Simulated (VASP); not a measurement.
Here is a VASP 6.6.1 calculation.

INCAR

```
PREC = Accurate
ENCUT = 520
EDIFF = 1E-7
ISMEAR = -1
SIGMA = 0.05
LREAL = F
LASPH = T
NELM = 100
ALGO = Normal
ISIF = 2
LWAVE = F
LCHARG = F
GGA = RE
NBANDS = 16
```

The input KPOINTS:

```
regular mesh
0
Gamma
  7 7 7
```

POSCAR

```
HgTe
1.0
    0.0000000000      3.2775454177      3.2775454177
    3.2775454177      0.0000000000      3.2775454177
    3.2775454177      3.2775454177      0.0000000000
Hg Te
1 1
Direct
    0.0000000000      0.0000000000      0.0000000000
    0.7500000000      0.7500000000      0.7500000000
```

Potentials or basis: VASP PAW PBE potentials, release 64 (Hg, Te).

Command:

```console
$ cat potpaw_PBE.64/Hg/POTCAR potpaw_PBE.64/Te/POTCAR > POTCAR
$ mpirun -np 1 vasp_std > vasp.out
```

(1) Predict the band gap on the k mesh.

(2) Estimate the pressure.

Answers

(1) zero (filled and empty bands touch).

(2) 2.9 GPa.

Caveat: the PAW data sets were made with another functional, which shifts forces and pressure a little; spin-orbit coupling is left out, which moves the levels of the heavy elements.
